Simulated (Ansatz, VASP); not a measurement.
ZnSe5 in VASP and in Ansatz

```xyz
6
Lattice="4.6513 0.0000 0.0000 -2.3257 4.0282 0.0000 0.0000 0.0000 6.8087" Properties=species:S:1:pos:R:3 pbc="T T T"
Zn    0.0000    0.0000    0.0000
Se    0.0000    2.6854    5.1996
Se    0.0000    2.6854    1.6091
Se    2.3257    1.3427    1.6091
Se    2.3257    1.3427    5.1996
Se    0.0000    0.0000    3.4043
```

Alike in both runs: functional PBE; k mesh 6 × 6 × 4; occupations gaussian, width 0.1 eV; no spin polarisation.

Ansatz relaxed the structure, and its values are those at the end. VASP's run is a single point on that final structure, the one shown.

|  | VASP | Ansatz |
| --- | --- | --- |
| version | VASP 6.6.1 | Ansatz 0.2.0 |
| potentials or method | VASP PAW PBE potentials, release 64 (Zn, Se), cutoff 520 eV | scalar-relativistic, plane waves, PAW |
| valence electrons in the cell | 42 | 92 |

|  | VASP | Ansatz | Ansatz less VASP |
| --- | --- | --- | --- |
| gap on the k mesh at the Fermi level (eV) | none | none | - |
| pressure (GPa) | 0.1 | 0.1 | -0.04 |
| rms of the force components (eV/Å) | 0.017 | 0.016 | -0.0015 |

A gap of «none» marks a metal or a gap that the smearing closes. VASP's potentials hold 42 valence electrons a cell and Ansatz's 92, so a difference there can come from the potentials and not from the codes.
